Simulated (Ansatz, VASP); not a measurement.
Si: VASP beside Ansatz

The input INCAR:

```
  ALGO = Normal
  EDIFF = 1E-6
  ENCUT = 520
  GGA = PS
  ISIF = 2
  ISMEAR = 0
  LASPH = True
  LCHARG = True
  LELF = True
  LREAL = False
  LVHAR = True
  LWAVE = False
  NBANDS = 11
  NELM = 80
  PREC = Accurate
  SIGMA = 0.01
```

KPOINTS

```
k-points
0
Gamma
  8 8 8
```

File POSCAR:

```
Si
1.0
    2.7032255702      2.7032255702      0.0000000000
   -2.7032255702      2.7032255702      0.0000000000
    0.0000000000      2.7032255702      2.7275076603
Si
2
Direct
    0.2500000000      0.7500000000      0.5000000000
    0.0000000000      0.0000000000      0.0000000000
```

Input for Ansatz:

```yaml
crystal:
  lattice:
    - [2.70322557019, 2.70322557019, 0.0]
    - [-2.70322557019, 2.70322557019, 0.0]
    - [0.0, 2.70322557019, 2.72750766026]
  atoms:
    - { symbol: Si, position: [0.25, 0.75, 0.5] }
    - { symbol: Si, position: [0.0, 0.0, 0.0] }
kpoints:
  mp_grid: { grid: [8, 8, 8] }
scf:
  occupations: { method: fixed }
  convergence: { dr2_threshold: 1.0e-10 }
hamiltonian:
  xc: pbesol
  pseudopotentials: { kind: all_electron, lapw: { basis_error: 0.0005 } }
output:
  forces: true
  stress: true
  eigenstates:
    kpoints:
      - [0.0, 0.0, 0.0]
      - [0.422371208, -0.422371209, 0.0]
      - [0.422371208, 0.422371209, 0.422371209]
      - [0.0, 0.0, 0.422371208]
      - [-0.5, -0.5, -0.5]
      - [-0.5, 0.5, 0.0]
      - [0.0, 0.0, -0.5]
      - [0.0, -0.5, -0.5]
      - [0.0, 0.5, 0.0]
      - [-0.5, 0.0, 0.0]
      - [-0.5, 0.0, -0.5]
  eigenvalues: true
```

Change from the starting cell: film at in-plane strain -0.005.

Alike in both runs: task single point; functional PBEsol; k mesh 8 × 8 × 8; no spin polarisation.

```csv
,VASP,Ansatz
version,VASP 6.6.1,Ansatz 0.2.0
potentials or method,"VASP PAW PBE potentials, release 64 (Si), cutoff 520 eV","all-electron LAPW, scalar-relativistic"
occupations,"gaussian, width 0.01 eV",fixed
```

Ansatz gave:

- gap on the k mesh at the Fermi level (eV): 0.46
- pressure (GPa): 0.5
- traceless stress, the component that is largest in VASP (GPa): -0.57

Q: What did VASP give for the same quantities?

A: gap on the k mesh at the Fermi level (eV): 0.45; pressure (GPa): 0.7; traceless stress, the component that is largest in VASP (GPa): -0.57.

VASP's potentials were made for PBE, not for PBEsol. Ansatz ran all-electron here, and VASP with PAW potentials.
